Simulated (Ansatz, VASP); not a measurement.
Na4AlPS4: VASP beside Ansatz

```
Na Al P S
1.0
     0.00000    5.21815    5.21815
     5.21815    0.00000    5.21815
     5.21815    5.21815    0.00000
Na Al P S
4 1 1 4
Direct
  0.62744 0.62744 0.62744
  0.62744 0.62744 0.11768
  0.62744 0.11768 0.62744
  0.11768 0.62744 0.62744
  0.00000 0.00000 0.00000
  0.25000 0.25000 0.25000
  0.12598 0.12598 0.12598
  0.12598 0.12598 0.62206
  0.12598 0.62206 0.12598
  0.62206 0.12598 0.12598
```

Alike in both runs: functional PBE; k mesh 6 × 6 × 6; occupations gaussian, width 0.1 eV; no spin polarisation.

Ansatz relaxed the structure, and its values are those at the end. VASP's run is a single point on that final structure, the one shown.

|  | VASP | Ansatz |
| --- | --- | --- |
| version | VASP 6.6.1 | Ansatz 0.2.0 |
| potentials or method | VASP PAW PBE potentials, release 64 (Na_pv, Al, P, S), cutoff 520 eV | scalar-relativistic, plane waves, PAW |
| valence electrons in the cell | 60 | 68 |

Ansatz gave:

* gap on the k mesh at the Fermi level (eV): none
* pressure (GPa): 0.0
* rms of the force components (eV/Å): 0.001

Q: Which values does VASP return?

A: gap on the k mesh at the Fermi level (eV): none; pressure (GPa): -0.1; rms of the force components (eV/Å): 0.004.

A gap of «none» marks a metal or a gap that the smearing closes. With one functional, cell and mesh, what is left measures potentials, basis and numerics. VASP's potentials hold 60 valence electrons a cell and Ansatz's 68, so a difference there can come from the potentials and not from the codes.
